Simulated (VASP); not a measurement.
# Ga3Se (Pm-3m) in VASP: notebook

Aim: see how the results for Ga3Se move with the level of theory and the settings. Levels: PBE, RPBE. Tasks: single point.

Everything below comes from runs of VASP 6.6.1. Logs are shortened: lines on timing, memory, paths and dates and some standing lists are left out, and cuts for length are marked.

### Step 1. The cell of the first run

It takes space group Pm-3m (No. 221, cubic). The conventional cell has a = 4.432 Å, b = 4.432 Å, c = 4.432 Å, α = 90.00°, β = 90.00°, γ = 90.00°. Within 4.1 Å of Ga (site symmetry 4/mmm) lie 8 Ga at 3.13 Å and 4 Se at 3.13 Å. Within 4.1 Å of Se (site symmetry m-3m) lie 12 Ga at 3.13 Å.

### Step 2. Single point, PBE

The input, INCAR:

```
PREC = Accurate
ENCUT = 520
EDIFF = 1E-6
ISMEAR = 1
SIGMA = 0.1
LREAL = F
LASPH = T
NELM = 80
ALGO = Normal
ISIF = 2
LWAVE = F
LCHARG = F
GGA = PE
NBANDS = 30
```

The input, KPOINTS:

```
Automatic mesh
0
Gamma
  5 5 5
```

The input, POSCAR:

```
Ga3Se
1.0
    4.4324650000      0.0000000000      0.0000000000
    0.0000000000      4.4324650000      0.0000000000
    0.0000000000      0.0000000000      4.4324650000
Ga Se
3 1
Direct
    0.0000000000      0.5000000000      0.5000000000
    0.5000000000      0.0000000000      0.5000000000
    0.5000000000      0.5000000000      0.0000000000
    0.0000000000      0.0000000000      0.0000000000
```

Potentials or basis: VASP PAW PBE potentials, release 64 (Ga_d, Se).

Started as:

```bash
$ cat potpaw_PBE.64/Ga_d/POTCAR potpaw_PBE.64/Se/POTCAR > POTCAR
$ mpirun -np 1 vasp_std > vasp.out
```

OUTCAR:

```text
PREC = Accurate
   ENCUT = 520
   EDIFF = 1E-6
   ISMEAR = 1
   LREAL = F
   LASPH = T
   NELM = 80
   ISIF = 2
   GGA = PE

 ion  position               nearest neighbor table
   1  0.000  0.500  0.500-
   2  0.500  0.000  0.500-
   3  0.500  0.500  0.000-
   4  0.000  0.000  0.000-

  LATTYP: Found a simple cubic cell.
 ALAT       =     4.4324650000

  Lattice vectors:

 A1 = (   4.4324650000,   0.0000000000,   0.0000000000)
 A2 = (   0.0000000000,   4.4324650000,   0.0000000000)
 A3 = (   0.0000000000,   0.0000000000,   4.4324650000)

Analysis of symmetry for initial positions (statically):
=====================================================================
 Subroutine PRICEL returns:
 Original cell was already a primitive cell.

 Routine SETGRP: Setting up the symmetry group for a
 simple cubic supercell.

 Subroutine GETGRP returns: Found 48 space group operations
 (whereof 48 operations were pure point group operations)
 out of a pool of 48 trial point group operations.

The static configuration has the point symmetry O_h .

Analysis of symmetry for dynamics (positions and initial velocities):
=====================================================================
 Subroutine PRICEL returns:
 Original cell was already a primitive cell.

 Routine SETGRP: Setting up the symmetry group for a
 simple cubic supercell.

 Subroutine GETGRP returns: Found 48 space group operations
 (whereof 48 operations were pure point group operations)
 out of a pool of 48 trial point group operations.

The dynamic configuration has the point symmetry O_h .

 Subroutine INISYM returns: Found 48 space group operations
 (whereof 48 operations are pure point group operations),
 and found     1 'primitive' translations

----------------------------------------------------------------------------------------

                                     Primitive cell

  volume of cell :      87.0835

  direct lattice vectors                    reciprocal lattice vectors
     4.432465000  0.000000000  0.000000000     0.225608098  0.000000000  0.000000000
     0.000000000  4.432465000  0.000000000     0.000000000  0.225608098  0.000000000
     0.000000000  0.000000000  4.432465000     0.000000000  0.000000000  0.225608098

  length of vectors
     4.432465000  4.432465000  4.432465000     0.225608098  0.225608098  0.225608098

  position of ions in fractional coordinates (direct lattice)
     0.000000000  0.500000000  0.500000000
     0.500000000  0.000000000  0.500000000
     0.500000000  0.500000000  0.000000000
     0.000000000  0.000000000  0.000000000

  ion indices of the primitive-cell ions
   primitive index   ion index
                 1           1
                 2           2
                 3           3
                 4           4

----------------------------------------------------------------------------------------

 KPOINTS: Automatic mesh

Automatic generation of k-mesh.
 Grid dimensions read from file:
 generate k-points for:    5    5    5

 Generating k-lattice:

  Cartesian coordinates                     Fractional coordinates (reciprocal lattice)
     0.045121620  0.000000000  0.000000000     0.200000000  0.000000000  0.000000000
     0.000000000  0.045121620  0.000000000     0.000000000  0.200000000  0.000000000
     0.000000000  0.000000000  0.045121620     0.000000000  0.000000000  0.200000000

  Length of vectors
     0.045121620  0.045121620  0.045121620

  Shift w.r.t. Gamma in fractional coordinates (k-lattice)
     0.000000000  0.000000000  0.000000000

 Subroutine IBZKPT returns following result:
 ===========================================

 Found     10 irreducible k-points:

 Following reciprocal coordinates:
            Coordinates               Weight
  0.000000  0.000000  0.000000      1.000000
  0.200000  0.000000  0.000000      6.000000
  0.400000  0.000000  0.000000      6.000000
  0.200000  0.200000  0.000000     12.000000
  0.400000  0.200000  0.000000     24.000000
  0.400000  0.400000  0.000000     12.000000
  0.200000  0.200000  0.200000      8.000000
  0.400000  0.200000  0.200000     24.000000
  0.400000  0.400000  0.200000     24.000000
  0.400000  0.400000  0.400000      8.000000
   k-points           NKPTS =     10   k-points in BZ     NKDIM =     10   number of bands    NBANDS=     30
   number of dos      NEDOS =    301   number of ions     NIONS =      4
   total plane-waves  NPLWV =  46656
   dimension x,y,z NGX =    36 NGY =   36 NGZ =   36
   dimension x,y,z NGXF=    72 NGYF=   72 NGZF=   72
   ions per type =               3   1
   NGX,Y,Z   is equivalent  to a cutoff of  13.50, 13.50, 13.50 a.u.
   NGXF,Y,Z  is equivalent  to a cutoff of  27.00, 27.00, 27.00 a.u.
 SYSTEM =  unknown system
   PREC   = accura    normal or accurate (medium, high low for compatibility)
   ISTART =      0    job   : 0-new  1-cont  2-samecut
   ICHARG =      2    charge: 1-file 2-atom 10-const
   ISPIN  =      1    spin polarized calculation?
   LNONCOLLINEAR =      F non collinear calculations
   LSORBIT =      F    spin-orbit coupling
   LASPH  =      T    aspherical Exc in radial PAW
   ENCUT  =  520.0 eV  38.22 Ry    6.18 a.u.   8.24  8.24  8.24*2*pi/ulx,y,z
   NELM   =     80;   NELMIN=  2; NELMDL= -5     # of ELM steps
   EDIFF  = 0.1E-05   stopping-criterion for ELM
   LREAL  =      F    real-space projection
   EDIFFG = 0.1E-04   stopping-criterion for IOM
   NSW    =      0    number of steps for IOM
   IBRION =     -1    ionic relax: 0-MD 1-quasi-New 2-CG
   NFREE  =      0    steps in history (QN), initial steepest desc. (CG)
   ISIF   =      2    stress and relaxation
   ISYM   =      2    0-nonsym 1-usesym 2-fastsym
   POTIM  = 0.5000    time-step for ionic-motion
   TEBEG  =    0.0;   TEEND  =   0.0 temperature during run
   PSTRESS=    0.0 pullay stress
   NELECT =      45.0000    total number of electrons
   NUPDOWN=      -1.0000    fix difference up-down
   EMIN   =  10.00;   EMAX   =-10.00  energy-range for DOS
   EFERMI =   0.00;   METHOD = LEGACY
   ISMEAR =     1;   SIGMA  =   0.10  broadening in eV -4-tet -1-fermi 0-gaus
   EFERMI_NEDOS =   21; number of points for ismear=-14 and -15
   IALGO  =     38    algorithm
   IMIX   =      4    mixing-type and parameters
     AMIX     =   0.40;   BMIX     =  1.00
     AMIX_MAG =   1.60;   BMIX_MAG =  1.00
  volume/ion in A,a.u.               =      21.77       146.92
  Fermi-wavevector in a.u.,A,eV,Ry     =   1.313713  2.482557 23.481488  1.725841
  Thomas-Fermi vector in A             =   2.444016
   LORBIT       =      0    0 simple, 1 ext, 2 COOP (PROOUT), +10 PAW based schemes
   GGA     = PE    functional components
   LHFCALC =     F    Hartree Fock is set to
   AEXX    =    0.0000 exact exchange contribution
   IVDW    =     0    specifies the selected vdW correction
   LEPSILON=     F    determine dielectric tensor
   LRPA    =     F    only Hartree local field effects (RPA)
 non-spin polarized calculation
 Methfessel and Paxton  Order N= 1 SIGMA  =   0.10
  energy-cutoff  :      520.00
  volume of cell :       87.08
 maximum number of plane-waves:      2356
 NGX is ok and might be reduce to    36
   NGX = 17   NGY = 17   NGZ = 17

 number of electron      44.9999944 magnetization

 Free energy of the ion-electron system (eV)
  ---------------------------------------------------
  ext. energy  EPLUGINS =         0.00000000
  ---------------------------------------------------
  free energy    TOTEN  =       -12.33619216 eV

  energy without entropy =      -12.32819719  energy(sigma->0) =      -12.33352717

 E-fermi :   4.6528     XC(G=0): -10.2647

 val. band max:        4.6155891643   @ k =   0.4000   0.0000   0.0000
 cond. band min:       4.6673529763   @ k =   0.2000   0.2000   0.0000
 fundamental gap:      0.0517638120
 Fermi energy:         4.6527519222

 k-point     1 :       0.0000    0.0000    0.0000
  band No.  band energies     occupation
      1     -10.3928      2.00000
      2     -10.3752      2.00000
      3     -10.3752      2.00000
      4     -10.3752      2.00000
      5     -10.3309      2.00000
      6     -10.3309      2.00000
[... 22 lines left out ...]
     29      10.6554      0.00000
     30      11.7390      0.00000

 k-point     2 :       0.2000    0.0000    0.0000
  band No.  band energies     occupation
      1     -10.3707      2.00000
      2     -10.3692      2.00000
      3     -10.3561      2.00000
      4     -10.3561      2.00000
      5     -10.3281      2.00000
      6     -10.3173      2.00000
[... 22 lines left out ...]
     29      11.6275      0.00000
     30      12.0688      0.00000

 k-point     3 :       0.4000    0.0000    0.0000
  band No.  band energies     occupation
      1     -10.3626      2.00000
      2     -10.3295      2.00000
      3     -10.3095      2.00000
      4     -10.3095      2.00000
      5     -10.3092      2.00000
      6     -10.2873      2.00000
[... 22 lines left out ...]
     29      10.2269      0.00000
     30      11.1412      0.00000

 k-point     4 :       0.2000    0.2000    0.0000
  band No.  band energies     occupation
      1     -10.3587      2.00000
      2     -10.3586      2.00000
      3     -10.3447      2.00000
      4     -10.3377      2.00000
      5     -10.3202      2.00000
      6     -10.3061      2.00000
[... 22 lines left out ...]
     29      10.5465      0.00000
     30      11.2697      0.00000

 k-point     5 :       0.4000    0.2000    0.0000
  band No.  band energies     occupation
      1     -10.3459      2.00000
      2     -10.3316      2.00000
      3     -10.3134      2.00000
      4     -10.3069      2.00000
      5     -10.2955      2.00000
      6     -10.2851      2.00000
[... 22 lines left out ...]
     29       9.6358      0.00000
     30       9.7489      0.00000

 k-point     6 :       0.4000    0.4000    0.0000
  band No.  band energies     occupation
      1     -10.3301      2.00000
      2     -10.3154      2.00000
      3     -10.3148      2.00000
      4     -10.3061      2.00000
      5     -10.3007      2.00000
      6     -10.2764      2.00000
[... 22 lines left out ...]
     29       9.5967      0.00000
     30      10.9715      0.00000

 k-point     7 :       0.2000    0.2000    0.2000
  band No.  band energies     occupation
      1     -10.3645      2.00000
      2     -10.3411      2.00000
      3     -10.3411      2.00000
      4     -10.3203      2.00000
      5     -10.2996      2.00000
      6     -10.2996      2.00000
[... 22 lines left out ...]
     29       9.9912      0.00000
     30      12.1099      0.00000

 k-point     8 :       0.4000    0.2000    0.2000
  band No.  band energies     occupation
      1     -10.3535      2.00000
      2     -10.3347      2.00000
      3     -10.3193      2.00000
      4     -10.3173      2.00000
      5     -10.2852      2.00000
      6     -10.2758      2.00000
[... 22 lines left out ...]
     29       9.8513      0.00000
     30      11.6852      0.00000

 k-point     9 :       0.4000    0.4000    0.2000
  band No.  band energies     occupation
      1     -10.3791      2.00000
      2     -10.3235      2.00000
      3     -10.3178      2.00000
      4     -10.3162      2.00000
      5     -10.3004      2.00000
      6     -10.2735      2.00000
[... 22 lines left out ...]
     29      10.7304      0.00000
     30      11.2792      0.00000

 k-point    10 :       0.4000    0.4000    0.4000
  band No.  band energies     occupation
      1     -10.4288      2.00000
      2     -10.3248      2.00000
      3     -10.3206      2.00000
      4     -10.3206      2.00000
      5     -10.3072      2.00000
      6     -10.3072      2.00000
[... 22 lines left out ...]
     29      12.4224      0.00000
     30      12.8695      0.00000

------------------------ aborting loop because EDIFF is reached ----------------------------------------

  FORCE on cell =-STRESS in cart. coord.  units (eV):
  Direction    XX          YY          ZZ          XY          YZ          ZX
  --------------------------------------------------------------------------------------
  -------------------------------------------------------------------------------------
  Total       -0.1621676     -0.1621676     -0.1621676     -0.0000000      0.0000000     -0.0000000
  in kB       -2.9835864     -2.9835864     -2.9835864     -0.0000000      0.0000000     -0.0000000
  external PRESSURE =      -2.9835864 kB  Pullay stress =       0.0000000 kB

 VOLUME and BASIS-vectors are now :
 -----------------------------------------------------------------------------
  energy-cutoff  :      520.00
  volume of cell :       87.08
      direct lattice vectors                 reciprocal lattice vectors
     4.432465000  0.000000000  0.000000000     0.225608098  0.000000000  0.000000000
     0.000000000  4.432465000  0.000000000     0.000000000  0.225608098  0.000000000
     0.000000000  0.000000000  4.432465000     0.000000000  0.000000000  0.225608098

 POSITION                                       TOTAL-FORCE (eV/Angst)
 -----------------------------------------------------------------------------------
      0.00000      2.21623      2.21623         0.000000      0.000000      0.000000
      2.21623      0.00000      2.21623         0.000000      0.000000      0.000000
      2.21623      2.21623      0.00000         0.000000      0.000000      0.000000
      0.00000      0.00000      0.00000         0.000000      0.000000      0.000000
 -----------------------------------------------------------------------------------
    total drift:                                0.000000      0.000000      0.000000

  FREE ENERGIE OF THE ION-ELECTRON SYSTEM (eV)
  ---------------------------------------------------
  free  energy   TOTEN  =       -12.3361921640 eV

  energy  without entropy=      -12.3281971894  energy(sigma->0) =      -12.33352717
```

It took 50 s on 1 thread of AMD EPYC 7R13 (Zen 3), shared host; peak memory 0.17 GiB.

What came out:

* Free energy: -12.3362 eV
* Pressure: -0.3 GPa

(Part 1 of 2 ends here.)
